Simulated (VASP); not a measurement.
A run of VASP 6.6.1:

INCAR

```
SYSTEM = AlN
PREC = Accurate
ENCUT = 520
EDIFF = 1E-7
ISMEAR = -1
SIGMA = 0.02
LREAL = .FALSE.
LASPH = .TRUE.
NELM = 80
ALGO = Normal
ISIF = 2
LWAVE = .FALSE.
LCHARG = .TRUE.
LELF = .TRUE.
LVHAR = .TRUE.
NBANDS = 11
```

File KPOINTS:

```
Automatic mesh
0
G
  8 8 8
  0 0 0
```

File POSCAR:

```
AlN
1.0
    0.0000000000      2.2127300063      2.2127300063
    2.2127300063      0.0000000000      2.2127300063
    2.2127300063      2.2127300063      0.0000000000
Al N
1 1
Direct
    0.0000000000      0.0000000000      0.0000000000
    0.7500000000      0.7500000000      0.7500000000
```

Potentials or basis: VASP PAW LDA potentials, release 64 (Al, N).

Run with:

```console
$ cat potpaw_LDA.64/Al/POTCAR potpaw_LDA.64/N/POTCAR > POTCAR
$ mpirun -np 1 vasp_std > vasp.out
```

Hardware: 1 thread of AMD EPYC 9R45 96-Core Processor (Zen 5), on a shared host.

Question: How long does it take, and how much memory?

Answer: It took 3.6 s on 1 thread of AMD EPYC 9R45 96-Core Processor (Zen 5) (shared host), peak memory 0.09 GiB. Counts: scf iterations 12, k points 29.
